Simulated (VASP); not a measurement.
# AlN: single point with PBE

AlN:

```
CELL_PARAMETERS angstrom
5.22539 0.07545 -0.01468
0.07545 5.60768 0.18864
-0.01468 0.18864 5.50192
ATOMIC_POSITIONS crystal
Al 0.41590 0.81960 0.17767
Al 0.08389 0.51452 0.53734
Al 0.95357 0.10681 0.80221
Al 0.44649 0.40682 0.96617
Al 0.94633 0.59653 0.07873
Al 0.44791 0.02616 0.60347
Al 0.89895 0.06308 0.28928
N 0.07712 0.76938 0.78852
N 0.25324 0.51059 0.24272
N 0.75724 0.76763 0.27517
N 0.40664 0.75683 0.83250
N 0.78602 0.31355 0.03439
N 0.26793 0.26068 0.72972
N 0.75349 0.17200 0.54663
```

| Property | Result |
| --- | --- |
| Program | VASP 6.6.1 |
| Task | single point |
| Functional | PBE |
| Potentials or basis | VASP PAW PBE potentials, release 64 (Al, N) |
| Cutoff | 520 eV |
| k mesh | 1 × 1 × 1 |
| Occupations | fermi-dirac, width 0.05 eV |
| Spin | no spin polarisation |
| Dipole correction | no |
| Further INCAR settings | ALGO = Normal; EDIFF = 1e-06; NBANDS = 41; ISYM = 0 |

The pressure is 0.9 GPa and the largest force is 2.674 eV/Å. The band gap on the k mesh is 3.18 eV.

Forces in eV/Å, atoms in the order of the input:
```
Al  -0.369 -0.354  0.360
Al   0.388  0.010  0.541
Al   0.767  0.722  0.552
Al   0.093 -0.119  0.402
Al   0.306 -1.178 -0.941
Al   0.836 -0.281 -0.746
Al  -0.158  0.410 -0.340
N    0.861 -0.293 -0.258
N   -0.317 -0.112  0.042
N   -0.223  1.881  0.921
N   -0.603  0.233  0.131
N    0.694 -1.686 -0.637
N   -2.441  0.925  0.578
N    0.166 -0.157 -0.603
```

Stress tensor (GPa, compression positive):
```
-4.23  1.43 -0.78
 1.43 -4.03  4.89
-0.78  4.89 10.99
```

Levels at points of the mesh, in eV from the valence-band top:
```tsv
k point	band 25	band 26	band 27	band 28	band 29	band 30	band 31	band 32
(0.00, 0.00, 0.00)	-1.06	-0.99	-0.60	0.00	3.18	3.60	4.06	4.49
```

Wall time 35 s on 1 thread of Intel Xeon 8259CL, with other jobs on the host, peak memory 0.23 GiB.

Caveat: the k points lie up to 1.20 Å⁻¹ apart.
